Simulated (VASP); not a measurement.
Set up this calculation in VASP 6.6.1, as the native input.

```yaml
Task: single point
Functional: PBE
Dispersion: D3(BJ)
Potentials_or_basis: VASP PAW PBE potentials, release 64 (Mo_sv, Te)
Cutoff: 520 eV
k_mesh: 6 × 4 × 2
Occupations: gaussian, width 0.1 eV
Spin: no spin polarisation
Dipole_correction: no
Further_INCAR_settings: ALGO = Normal; EDIFF = 1e-06; NBANDS = 64
```

The structure of Te2Mo lies in POSCAR:

```
Te2Mo
1.0
    3.4485037754      0.0000000000      0.0000000000
    0.0000000000      6.3184402902      0.0000000000
    0.0000000000      0.0000000000     13.0048778250
Mo Te
4 8
Direct
    0.0000000000      0.6076400891      0.5007370574
    0.5000000000      0.3923599109      0.0007370574
    0.0000000000      0.0285082822      0.0145232718
    0.5000000000      0.9714917178      0.5145232718
    0.0000000000      0.8638172154      0.6655792809
    0.5000000000      0.1361827846      0.1655792809
    0.0000000000      0.6395628319      0.1158237842
    0.5000000000      0.3604371681      0.6158237842
    0.0000000000      0.2902934002      0.8497970428
    0.5000000000      0.7097065998      0.3497970428
    0.0000000000      0.2193107826      0.3987395628
    0.5000000000      0.7806892174      0.8987395628
```

These files were run (other wordings do the same):

INCAR

```
PREC     = Accurate       # precision mode
ENCUT    = 520            # plane-wave cutoff, eV
EDIFF    = 1E-6           # SCF threshold, eV
ISMEAR   = 0              # smearing method
SIGMA    = 0.1            # smearing width, eV
LREAL    = F              # projectors in reciprocal space
LASPH    = T              # aspherical terms in the spheres
NELM     = 100            # most SCF steps
ALGO     = Normal         # electronic algorithm
ISIF     = 2              # what is computed and relaxed
LWAVE    = F              # write WAVECAR
LCHARG   = F              # write CHGCAR
GGA      = PE             # functional
IVDW     = 12             # dispersion correction
NBANDS   = 64             # bands
```

KPOINTS

```
regular mesh
0
Gamma
  6 4 2
```

Potentials or basis: VASP PAW PBE potentials, release 64 (Mo_sv, Te).

Launch:

```bash
$ cat potpaw_PBE.64/Mo_sv/POTCAR potpaw_PBE.64/Te/POTCAR > POTCAR
$ mpirun -np 1 vasp_std > vasp.out
```

It gave:

The pressure is 1.4 GPa and the largest force is 0.040 eV/Å. The band gap on the k mesh is zero (band 52 reaches 9.64 eV, above the bottom of band 53 at 9.15 eV). The dispersion energy per atom is -0.567 eV.

Caveat: spin-orbit coupling is left out, which moves the levels of the heavy elements; pairwise dispersion overbinds metals, which lowers pressure and volume.

It took 9.7 min on 1 thread of Intel(R) Xeon(R) Platinum 8375C CPU @ 2.90GHz (Ice Lake) (shared host), peak memory 0.55 GiB.
